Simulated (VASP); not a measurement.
# Pb3Se: single point with PBEsol

Crystal: Pb3Se.

```
CELL_PARAMETERS angstrom
5.00116 0.00000 0.00000
0.00000 5.00116 0.00000
0.00000 0.00000 5.00116
ATOMIC_POSITIONS crystal
Pb 0.00000 0.50000 0.50000
Pb 0.50000 0.00000 0.50000
Pb 0.50000 0.50000 0.00000
Se 0.00000 0.00000 0.00000
```

This cell differs from its parent crystal: Sn replaced by Pb, lengths x 1.023, strained.

```yaml
Program: VASP 6.6.1
Task: single point
Functional: PBEsol
Potentials_or_basis: VASP PAW PBE potentials, release 64 (Pb_d, Se)
Cutoff: 520 eV
k_mesh: 8 × 8 × 8
Occupations: gaussian, width 0.1 eV
Spin: no spin polarisation
Dipole_correction: no
Further_INCAR_settings: ALGO = Normal; EDIFF = 1e-06; NBANDS = 32
```

| Property | Result |
| --- | --- |
| Pressure | -4.5 GPa |
| Band gap on the k mesh | zero (bands 24 and 25 overlap by 2.21 eV) |

Levels at points of the mesh, in eV from the Fermi level:
```
           k point  band 22  band 23  band 24  band 25  band 26  band 27
(0.00, 0.00, 0.00)    -3.68    -0.05    -0.05    -0.05     2.21     2.21
(0.50, 0.00, 0.00)    -1.65    -1.36    -1.36     0.29     1.19     1.20
(0.50, 0.50, 0.00)    -2.10    -2.06    -1.16     0.41     0.41     0.44
(0.50, 0.50, 0.50)    -4.46    -4.09     1.62     1.62     1.62     5.32
```

Wall time 3.1 min on 1 thread of Intel Xeon 8259CL, on a shared host, peak memory 0.31 GiB.

Caveat: the cell differs from its parent crystal (Sn replaced by Pb, lengths x 1.023, strained); the cell stands under tension; the PAW data sets were made with another functional, which shifts forces and pressure a little; spin-orbit coupling is left out, which moves the levels of the heavy elements.
